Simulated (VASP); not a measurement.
Wanted: the native input for a VASP 6.6.1 run.

| Property | Result |
| --- | --- |
| Task | single point |
| Functional | PBEsol |
| Potentials or basis | VASP PAW PBE potentials, release 64 (Al, N) |
| Cutoff | 520 eV |
| k mesh | 9 × 9 × 6 |
| Occupations | gaussian, width 0.02 eV |
| Spin | no spin polarisation |
| Dipole correction | no |
| Further INCAR settings | ALGO = Normal; EDIFF = 1e-06; NBANDS = 16 |

The structure of AlN lies in POSCAR:

```
AlN
1.0
    3.4790132540      0.0000000000      0.0000000000
   -1.7395066270      3.0129138581      0.0000000000
    0.0000000000      0.0000000000      4.1473205196
Al N
2 2
Direct
    0.3333333300      0.6666666700      0.7500000000
    0.6666666700      0.3333333300      0.2500000000
    0.3333333300      0.6666666700      0.2500000000
    0.6666666700      0.3333333300      0.7500000000
```

This cell differs from its parent crystal: strained.

One way to write it, as run:

INCAR

```
ALGO = Normal
EDIFF = 1E-6
ENCUT = 520
GGA = PS
ISIF = 2
ISMEAR = 0
LASPH = T
LCHARG = F
LREAL = F
LWAVE = F
NBANDS = 16
NELM = 80
PREC = Accurate
SIGMA = 0.02
```

KPOINTS

```
k-points
0
Gamma
  9 9 6
```

Potentials or basis: VASP PAW PBE potentials, release 64 (Al, N).

Run with:

```sh
$ cat potpaw_PBE.64/Al/POTCAR potpaw_PBE.64/N/POTCAR > POTCAR
$ mpirun -np 1 vasp_std > vasp.out
```

It gave:

```yaml
Pressure: -18.8 GPa
Band_gap_on_the_k_mesh: 2.75 eV, direct
```

Caveat: the cell differs from its parent crystal (strained); the PAW data sets were made with another functional, which shifts forces and pressure a little.

It took 67 s on 1 thread of AMD EPYC 7R13 (shared host), peak memory 0.14 GiB.
